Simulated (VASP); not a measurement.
Here is a VASP 6.6.1 calculation.

Contents of INCAR:

```
SYSTEM = Li
ALGO     = Normal         ! electronic algorithm
EDIFF    = 1E-7           ! SCF threshold, eV
ENCUT    = 520            ! plane-wave cutoff, eV
GGA      = CA             ! functional
ISIF     = 2              ! what is computed and relaxed
ISMEAR   = -1             ! smearing method
LASPH    = .True.         ! aspherical terms in the spheres
LCHARG   = .False.        ! write CHGCAR
LREAL    = .False.        ! projectors in reciprocal space
LWAVE    = .False.        ! write WAVECAR
NBANDS   = 10             ! bands
NELM     = 60             ! most SCF steps
PREC     = Accurate       ! precision mode
SIGMA    = 0.1            ! smearing width, eV
```

File KPOINTS:

```
k-points
0
Gamma
  14 14 7
  0 0 0
```

POSCAR

```
Li
1.0
    3.0364521725      0.0000000000      0.0000000000
   -1.5182260863      2.6296447188      0.0000000000
    0.0000000000      0.0000000000      4.9532977282
Li
2
Direct
    0.3333333333      0.6666666667      0.2500000000
    0.6666666667      0.3333333333      0.7500000000
```

Potentials or basis: VASP PAW LDA potentials, release 64 (Li_sv).

The run is started by

```console
$ cat potpaw_LDA.64/Li_sv/POTCAR > POTCAR
$ mpirun -np 1 vasp_std > vasp.out
```

Question: What does it give for the band gap on the k mesh?

Answer: Zero (band 3 reaches 2.47 eV, above the bottom of band 4 at -1.42 eV).
